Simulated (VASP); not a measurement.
# Ca7YF16 (a cell with a defect) in VASP: single point with PBE

Aim: the single point of Ca7YF16 (a cell with a defect) with PBE.

Program: VASP 6.6.1. These are calculated values, not measurements. Logs are shortened: lines on timing, memory, paths and dates and some standing lists are left out, and cuts for length are marked.

## (1) The cell of the first run

The cell holds a defect, 24 atoms: a = 7.724 Å, b = 7.724 Å, c = 7.724 Å, α = 60.00°, β = 60.00°, γ = 60.00°.

## (2) Single point, PBE, collinear spin

File INCAR:

```
SYSTEM = Ca7YF16
  ALGO = Normal
  EDIFF = 1E-6
  ENCUT = 520
  GGA = PE
  ISIF = 2
  ISMEAR = -1
  ISPIN = 2
  LASPH = .True.
  LCHARG = .False.
  LMAXMIX = 4
  LORBIT = 11
  LREAL = Auto
  LWAVE = .False.
  MAGMOM = 1 0 0 0 0 0 0 0 0 0 0 0 0 0 0 0 0 0 0 0 0 0 0 0
  NBANDS = 118
  NELM = 150
  PREC = Accurate
  SIGMA = 0.01
```

File KPOINTS:

```
k-points
0
Gamma
  3 3 3
  0 0 0
```

File POSCAR:

```
Ca7YF16
1.0
    0.0000000000      5.4620000000      5.4620000000
    5.4620000000      0.0000000000      5.4620000000
    5.4620000000      5.4620000000      0.0000000000
Y Ca F
1 7 16
Direct
    0.0113266515      0.0113266515     -0.0113266515
   -0.0018960325     -0.0018960325      0.5018960325
    0.0032766530      0.4972478130     -0.0032766530
    0.0032766530      0.4972478130      0.5027521870
    0.4972478130      0.0032766530     -0.0032766530
    0.4972478130      0.0032766530      0.5027521870
    0.4981039675      0.4981039675      0.0018960325
    0.4985775597      0.4985775597      0.5014224403
    0.1178039777      0.1178039777      0.1416601940
    0.1178039777      0.1178039777      0.6227318506
    0.1232990827      0.6351847605      0.1207580784
    0.1195689657      0.6338743571      0.6232783386
    0.6351847605      0.1232990827      0.1207580784
    0.6338743571      0.1195689657      0.6232783386
    0.6271884166      0.6271884166      0.1230543967
    0.6271884166      0.6271884166      0.6225687701
    0.3767216614      0.3767216614      0.3661256429
    0.3767216614      0.3767216614      0.8804310343
    0.3774312299      0.8769456033      0.3728115834
    0.3772681494      0.8583398060      0.8821960223
    0.8769456033      0.3774312299      0.3728115834
    0.8583398060      0.3772681494      0.8821960223
    0.8792419216      0.8792419216      0.3648152395
    0.8792419216      0.8792419216      0.8767009173
```

Potentials or basis: VASP PAW PBE potentials, release 64 (Y_sv, Ca_sv, F).

Started as:

```
$ cat potpaw_PBE.64/Y_sv/POTCAR potpaw_PBE.64/Ca_sv/POTCAR potpaw_PBE.64/F/POTCAR > POTCAR
$ mpirun -np 1 vasp_std > vasp.out
```

OUTCAR:

```text
SYSTEM = Ca7YF16
   EDIFF = 1E-6
   ENCUT = 520
   GGA = PE
   ISIF = 2
   ISMEAR = -1
   ISPIN = 2
   LASPH = .True.
   LORBIT = 11
   LREAL = Auto
   NELM = 150
   PREC = Accurate

 ion  position               nearest neighbor table
   1  0.011  0.011  0.989-  20 2.32  22 2.32   9 2.32  10 2.32  11 2.37  13 2.37  23 2.37  24 2.37
                             3 3.75   4 3.75   5 3.75   6 3.75
   2  0.998  0.998  0.502-   9 2.27  10 2.27  12 2.30  14 2.30  24 2.37  23 2.37  19 2.39  21 2.39

   3  0.003  0.497  0.997-  12 2.36  18 2.36  21 2.37  15 2.37  22 2.40   9 2.40  24 2.41  11 2.41
                             1 3.75
   4  0.003  0.497  0.503-  12 2.36  17 2.36  16 2.37  21 2.37  22 2.40  10 2.40  11 2.41  23 2.41
                             1 3.75
   5  0.497  0.003  0.997-  14 2.36  18 2.36  19 2.37  15 2.37  20 2.40   9 2.40  24 2.41  13 2.41
                             1 3.75
   6  0.497  0.003  0.503-  14 2.36  17 2.36  16 2.37  19 2.37  20 2.40  10 2.40  13 2.41  23 2.41
                             1 3.75
   7  0.498  0.498  0.002-  20 2.27  22 2.27  17 2.30  18 2.30  11 2.37  13 2.37  16 2.39  15 2.39
[... 5 lines left out ...]
  11  0.123  0.635  0.121-   7 2.37   1 2.37   4 2.41   3 2.41
  12  0.120  0.634  0.623-   2 2.30   3 2.36   4 2.36   8 2.39
  13  0.635  0.123  0.121-   7 2.37   1 2.37   6 2.41   5 2.41
  14  0.634  0.120  0.623-   2 2.30   5 2.36   6 2.36   8 2.39
[... 8 lines left out ...]
  23  0.879  0.879  0.365-   2 2.37   1 2.37   4 2.41   6 2.41
  24  0.879  0.879  0.877-   2 2.37   1 2.37   3 2.41   5 2.41

  LATTYP: Found a face centered cubic cell.
 ALAT       =    10.9240000000

  Lattice vectors:

 A1 = (   0.0000000000,   5.4620000000,   5.4620000000)
 A2 = (   5.4620000000,   0.0000000000,   5.4620000000)
 A3 = (   5.4620000000,   5.4620000000,   0.0000000000)

Analysis of symmetry for initial positions (statically):
=====================================================================
 Subroutine PRICEL returns:
 Original cell was already a primitive cell.

 Routine SETGRP: Setting up the symmetry group for a
 face centered cubic supercell.

 Subroutine GETGRP returns: Found  8 space group operations
 (whereof  8 operations were pure point group operations)
 out of a pool of 48 trial point group operations.

The static configuration has the point symmetry C_4v.

Analysis of symmetry for dynamics (positions and initial velocities):
=====================================================================
 Subroutine PRICEL returns:
 Original cell was already a primitive cell.

 Routine SETGRP: Setting up the symmetry group for a
 face centered cubic supercell.

 Subroutine GETGRP returns: Found  8 space group operations
 (whereof  8 operations were pure point group operations)
 out of a pool of 48 trial point group operations.

The dynamic configuration has the point symmetry C_4v.

Analysis of structural, dynamic, and magnetic symmetry:
=====================================================================
 Subroutine PRICEL returns:
 Original cell was already a primitive cell.

 Routine SETGRP: Setting up the symmetry group for a
 face centered cubic supercell.

 Subroutine GETGRP returns: Found  8 space group operations
 (whereof  8 operations were pure point group operations)
 out of a pool of 48 trial point group operations.

The overall configuration has the point symmetry C_4v.

 Subroutine INISYM returns: Found  8 space group operations
 (whereof  8 operations are pure point group operations),
 and found     1 'primitive' translations

----------------------------------------------------------------------------------------

                                     Primitive cell

  volume of cell :     325.9005

  direct lattice vectors                    reciprocal lattice vectors
     0.000000000  5.462000000  5.462000000    -0.091541560  0.091541560  0.091541560
     5.462000000  0.000000000  5.462000000     0.091541560 -0.091541560  0.091541560
     5.462000000  5.462000000  0.000000000     0.091541560  0.091541560 -0.091541560

  length of vectors
     7.724434478  7.724434478  7.724434478     0.158554633  0.158554633  0.158554633

  position of ions in fractional coordinates (direct lattice)
[... 93 lines left out ...]
   NGXF,Y,Z  is equivalent  to a cutoff of  25.83, 25.83, 25.83 a.u.
 SYSTEM =  Ca7YF16
   PREC   = accura    normal or accurate (medium, high low for compatibility)
   ISTART =      0    job   : 0-new  1-cont  2-samecut
   ICHARG =      2    charge: 1-file 2-atom 10-const
   ISPIN  =      2    spin polarized calculation?
   LNONCOLLINEAR =      F non collinear calculations
   LSORBIT =      F    spin-orbit coupling
   LASPH  =      T    aspherical Exc in radial PAW
   ENCUT  =  520.0 eV  38.22 Ry    6.18 a.u.  14.36 14.36 14.36*2*pi/ulx,y,z
   NELM   =    150;   NELMIN=  2; NELMDL= -5     # of ELM steps
   EDIFF  = 0.1E-05   stopping-criterion for ELM
   LREAL  =      T    real-space projection
   EDIFFG = 0.1E-04   stopping-criterion for IOM
   NSW    =      0    number of steps for IOM
   IBRION =     -1    ionic relax: 0-MD 1-quasi-New 2-CG
   NFREE  =      0    steps in history (QN), initial steepest desc. (CG)
   ISIF   =      2    stress and relaxation
   ISYM   =      2    0-nonsym 1-usesym 2-fastsym
   POTIM  = 0.5000    time-step for ionic-motion
   TEBEG  =    0.0;   TEEND  =   0.0 temperature during run
   PSTRESS=    0.0 pullay stress
   NELECT =     193.0000    total number of electrons
   NUPDOWN=      -1.0000    fix difference up-down
   EMIN   =  10.00;   EMAX   =-10.00  energy-range for DOS
   EFERMI =   0.00;   METHOD = LEGACY
   ISMEAR =    -1;   SIGMA  =   0.01  broadening in eV -4-tet -1-fermi 0-gaus
   EFERMI_NEDOS =   21; number of points for ismear=-14 and -15
   IALGO  =     38    algorithm
   IMIX   =      4    mixing-type and parameters
     AMIX     =   0.40;   BMIX     =  1.00
     AMIX_MAG =   1.60;   BMIX_MAG =  1.00
  volume/ion in A,a.u.               =      13.58        91.64
  Fermi-wavevector in a.u.,A,eV,Ry     =   1.374777  2.597952 25.715170  1.890012
  Thomas-Fermi vector in A             =   2.500173
   LORBIT       =     11    0 simple, 1 ext, 2 COOP (PROOUT), +10 PAW based schemes
   GGA     = PE    functional components
   LHFCALC =     F    Hartree Fock is set to
   AEXX    =    0.0000 exact exchange contribution
   IVDW    =     0    specifies the selected vdW correction
   LEPSILON=     F    determine dielectric tensor
   LRPA    =     F    only Hartree local field effects (RPA)
 spin polarized calculation
  energy-cutoff  :      520.00
  volume of cell :      325.90
 maximum number of plane-waves:      8801
 NGX is ok and might be reduce to    60
   NGX = 29   NGY = 29   NGZ = 29

 number of electron     192.9999974 magnetization       1.0001511

 Free energy of the ion-electron system (eV)
  ---------------------------------------------------
  ext. energy  EPLUGINS =         0.00000000
  ---------------------------------------------------
  free energy    TOTEN  =      -140.92699842 eV

  energy without entropy =     -140.92698859  energy(sigma->0) =     -140.92699351

 E-fermi :   6.2151     XC(G=0):  -9.7530

 val. band max:        6.1283879804   @ k =   0.0000  -0.3333   0.3333
 cond. band min:       6.2799191686   @ k =   0.0000   0.0000   0.0000
 fundamental gap:      0.1515311882
 Fermi energy:         6.2151033113

 spin component 1

 k-point     1 :       0.0000    0.0000    0.0000
  band No.  band energies     occupation
      1     -39.0142      1.00000
      2     -36.9403      1.00000
      3     -36.9211      1.00000
      4     -36.9211      1.00000
      5     -36.9164      1.00000
      6     -36.9106      1.00000
[... 655 lines left out ...]
    107       8.4008      0.00000
    108       8.4577      0.00000
 Fermi energy:         6.2151033113

 spin component 2

 k-point     1 :       0.0000    0.0000    0.0000
  band No.  band energies     occupation
      1     -38.8448      1.00000
      2     -36.9235      1.00000
      3     -36.9012      1.00000
      4     -36.8994      1.00000
      5     -36.8994      1.00000
      6     -36.8889      1.00000
[... 655 lines left out ...]
    107       8.5135      0.00000
    108       8.5275      0.00000
 [bands above 108 left out]

------------------------ aborting loop because EDIFF is reached ----------------------------------------

  FORCE on cell =-STRESS in cart. coord.  units (eV):
  Direction    XX          YY          ZZ          XY          YZ          ZX
  --------------------------------------------------------------------------------------
  -------------------------------------------------------------------------------------
  Total        7.4893117      7.4893117      5.3133894      0.0000000      0.0000000     -0.0000000
  in kB       36.8186113     36.8186113     26.1214419      0.0000000      0.0000000     -0.0000000
  external PRESSURE =      33.2528881 kB  Pullay stress =       0.0000000 kB

 VOLUME and BASIS-vectors are now :
 -----------------------------------------------------------------------------
  energy-cutoff  :      520.00
  volume of cell :      325.90
      direct lattice vectors                 reciprocal lattice vectors
     0.000000000  5.462000000  5.462000000    -0.091541560  0.091541560  0.091541560
     5.462000000  0.000000000  5.462000000     0.091541560 -0.091541560  0.091541560
     5.462000000  5.462000000  0.000000000     0.091541560  0.091541560 -0.091541560

 POSITION                                       TOTAL-FORCE (eV/Angst)
 -----------------------------------------------------------------------------------
      5.46200      5.46200      0.12373        -0.000000     -0.000000      0.017469
      8.19300      8.19300     10.90329        -0.000000     -0.000000     -0.004592
      8.16007      5.46200      2.73386         0.000040     -0.000000      0.002617
      5.46200      2.76393      2.73386        -0.000000     -0.000040      0.002617
      5.46200      8.16007      2.73386        -0.000000      0.000040      0.002617
      2.76393      5.46200      2.73386        -0.000040     -0.000000      0.002617
[... 16 lines left out ...]
      6.79504      6.79504      9.60484        -0.008578     -0.008578     -0.000031
      9.59096      9.59096      9.60484         0.008578      0.008578     -0.000031
 -----------------------------------------------------------------------------------
    total drift:                                0.000001      0.000001     -0.006422

  FREE ENERGIE OF THE ION-ELECTRON SYSTEM (eV)
  ---------------------------------------------------
  free  energy   TOTEN  =      -140.9269984168 eV

  energy  without entropy=     -140.9269885939  energy(sigma->0) =     -140.92699351

 total charge

# of ion       s       p       d       f       tot
--------------------------------------------------
    1        2.130   6.317   0.932   0.113   9.492
    2        2.026   5.878   0.241   0.000   8.145
    3        2.020   5.865   0.220   0.000   8.105
    4        2.020   5.865   0.220   0.000   8.105
    5        2.020   5.865   0.220   0.000   8.105
    6        2.020   5.865   0.220   0.000   8.105
[... 16 lines left out ...]
   23        1.734   4.389   0.000   0.000   6.124
   24        1.734   4.389   0.000   0.000   6.124
--------------------------------------------------
tot         44.032 117.658   2.504   0.113 164.307

 magnetization (x)

# of ion       s       p       d       f       tot
--------------------------------------------------
    1        0.012   0.019   0.297   0.002   0.330
    2        0.002   0.001   0.004   0.000   0.007
    3        0.002   0.001   0.021   0.000   0.023
    4        0.002   0.001   0.021   0.000   0.023
    5        0.002   0.001   0.021   0.000   0.023
    6        0.002   0.001   0.021   0.000   0.023
[... 16 lines left out ...]
   23        0.000   0.001   0.000   0.000   0.002
   24        0.000   0.001   0.000   0.000   0.002
--------------------------------------------------
tot          0.035   0.100   0.399   0.002   0.536
```

It took 31 min on 1 thread of Intel Xeon Platinum 8488C (Sapphire Rapids), shared host; peak memory 0.83 GiB.

Results:

```
Free energy                                           : -140.9270 eV
Pressure                                              : 3.3 GPa
Largest force                                         : 0.025 eV/Å
Band gap on the k mesh                                : 0.15 eV
Net moment                                            : 1.00 μB per cell
Site moments                                          : Y +0.33; Ca +0.01, +0.02 (each value once); F +0.01, +0.00 (each value once) μB
Valence electrons inside the program's atomic spheres : Y 9.49; Ca 8.14, 8.11, 8.09 (each value once); F 6.13, 6.12 (each value once)
```

Forces in eV/Å, atoms in the order of the input:
```
Y    0.000  0.000  0.017
Ca   0.000  0.000 -0.005
Ca   0.000  0.000  0.003
Ca   0.000  0.000  0.003
Ca   0.000  0.000  0.003
Ca   0.000  0.000  0.003
Ca   0.000  0.000 -0.005
Ca   0.000  0.000  0.003
F   -0.018 -0.018  0.002
F    0.018  0.018  0.002
F    0.009 -0.009  0.000
F   -0.004  0.004 -0.002
F   -0.009  0.009  0.000
F    0.004 -0.004 -0.002
F    0.000  0.000 -0.005
F    0.000  0.000 -0.005
F    0.004  0.004 -0.002
F   -0.004 -0.004 -0.002
F    0.000  0.000 -0.005
F    0.018 -0.018  0.002
F    0.000  0.000 -0.005
F   -0.018  0.018  0.002
F   -0.009 -0.009  0.000
F    0.009  0.009  0.000
```

Caveat: semilocal functionals underestimate gaps, and a narrow one can read as zero.
